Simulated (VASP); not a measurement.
Write the native input for VASP 6.6.1 that does the following.

```
Task                   : single point
Functional             : PBE
Potentials or basis    : VASP PAW PBE potentials, release 64 (Cs_sv)
Cutoff                 : 520 eV
k mesh                 : 3 × 3 × 1
Occupations            : gaussian, width 0.1 eV
Spin                   : no spin polarisation
Dipole correction      : yes
Further INCAR settings : ALGO = Normal; EDIFF = 1e-06; NBANDS = 20
```

The structure of Cs lies in POSCAR:

```
Cs
1.0
    8.1712574193      0.0000000000      0.0000000000
   -4.0856287096      7.0765165059      0.0000000000
    0.0000000000      0.0000000000     26.3519942400
Cs
3
Direct
    0.3333333333      0.6666666667      0.3525899087
    0.6666666667      0.3333333333      0.2545747656
    0.0000000000      1.0000000000      0.3035823372
```

The cell was built from a structure type or drawn by symmetry, and may not be a known phase.

These files were run (other wordings do the same):

INCAR

```
ALGO     = Normal         # electronic algorithm
DIPOL    = 0.5 0.5 0.304
EDIFF    = 1E-6           # SCF threshold, eV
ENCUT    = 520            # plane-wave cutoff, eV
GGA      = PE             # functional
IDIPOL   = 3            
ISIF     = 2              # what is computed and relaxed
ISMEAR   = 0              # smearing method
LASPH    = T              # aspherical terms in the spheres
LCHARG   = F              # write CHGCAR
LDIPOL   = T            
LREAL    = F              # projectors in reciprocal space
LWAVE    = F              # write WAVECAR
NBANDS   = 20             # bands
NELM     = 80             # most SCF steps
PREC     = Accurate       # precision mode
SIGMA    = 0.1            # smearing width, eV
```

KPOINTS

```
k-points
0
Gamma
  3 3 1
```

Potentials or basis: VASP PAW PBE potentials, release 64 (Cs_sv).

Run with:

```console
$ cat potpaw_PBE.64/Cs_sv/POTCAR > POTCAR
$ mpirun -np 1 vasp_std > vasp.out
```

Results of the run:

* Largest force: 0.040 eV/Å
* Band gap on the k mesh: zero (an odd number of electrons rules out a gap without spin polarisation)

Caveat: spin-orbit coupling is left out, which moves the levels of the heavy elements.

It took 2.7 min on 1 thread of AMD EPYC 9R45 96-Core Processor (Zen 5) (shared host), peak memory 1.2 GiB.
